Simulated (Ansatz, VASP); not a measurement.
# Two plane-wave programs on Tl3Ge

```
Tl Ge
1.0
     4.81852    0.00000    0.00000
     0.00000    4.81852    0.00000
     0.00000    0.00000    4.81852
Tl Ge
3 1
Direct
  0.95849 0.50000 0.50000
  0.50000 0.00000 0.50000
  0.50000 0.50000 0.00000
  0.00000 0.00000 0.00000
```

Alike in both runs: task single point; functional LDA; k mesh 5 × 5 × 5; occupations fermi-dirac, width 0.1 eV; no spin polarisation.

```csv
,VASP,Ansatz
version,VASP 6.6.1,Ansatz 0.2.0
potentials or method,"VASP PAW LDA potentials, release 64 (Tl_d, Ge_d)","plane waves, PAW"
plane-wave cutoff (eV),520,420
valence electrons in the cell,53,53
```

```csv
,VASP,Ansatz,Ansatz less VASP
rms of the force components (eV/Å),0.150,0.147,-0.0022
```

LDA's correlation is that of Perdew and Zunger in VASP and of Perdew and Wang (1992) in Ansatz. Atom by atom the forces differ by 0.002 eV/Å (rms over components).

Neither program's run includes spin-orbit coupling.
